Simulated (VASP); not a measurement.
Set up this calculation in VASP 6.6.1, as the native input.

* Task: single point
* Functional: PBE
* Potentials or basis: VASP PAW PBE potentials, release 64 (Hf_pv, C)
* Cutoff: 520 eV
* k mesh: 14 × 14 × 14
* Occupations: fermi-dirac, width 0.08 eV
* Spin: no spin polarisation
* Dipole correction: no
* Further INCAR settings: ALGO = Normal; EDIFF = 1e-07; NBANDS = 14

The structure of HfC (CsCl type) lies in POSCAR:

```
HfC
1.0
    2.5003980142      0.0000000000      0.0000000000
    0.0000000000      2.5003980142      0.0000000000
    0.0000000000      0.0000000000      2.5003980142
Hf C
1 1
Direct
    0.0000000000      0.0000000000      0.0000000000
    0.5000000000      0.5000000000      0.5000000000
```

This cell differs from its parent crystal: volume scaled by 0.64.

One way to write it, as run:

INCAR

```
SYSTEM = HfC
ALGO = Normal ; EDIFF = 1E-7
ENCUT = 520 ; GGA = PE
ISIF = 2 ; ISMEAR = -1
LASPH = .TRUE. ; LCHARG = .TRUE.
LELF = .TRUE. ; LREAL = .FALSE.
LVHAR = .TRUE. ; LWAVE = .FALSE.
NBANDS = 14 ; NELM = 80
PREC = Accurate ; SIGMA = 0.08
```

KPOINTS

```
k-points
0
G
  14 14 14
  0 0 0
```

Potentials or basis: VASP PAW PBE potentials, release 64 (Hf_pv, C).

The run is started by

```bash
$ cat potpaw_PBE.64/Hf_pv/POTCAR potpaw_PBE.64/C/POTCAR > POTCAR
$ mpirun -np 1 vasp_std > vasp.out
```

Results of the run:

```
Pressure               : 218.3 GPa
Band gap on the k mesh : zero (band 7 reaches 12.91 eV, above the bottom of band 8 at 9.03 eV)
```

Caveat: spin-orbit coupling is left out, which moves the levels of the heavy elements.

Run time: 9.2 s on 1 thread of Intel(R) Xeon(R) 6975P-C (Granite Rapids), on a shared host, peak memory 0.14 GiB.
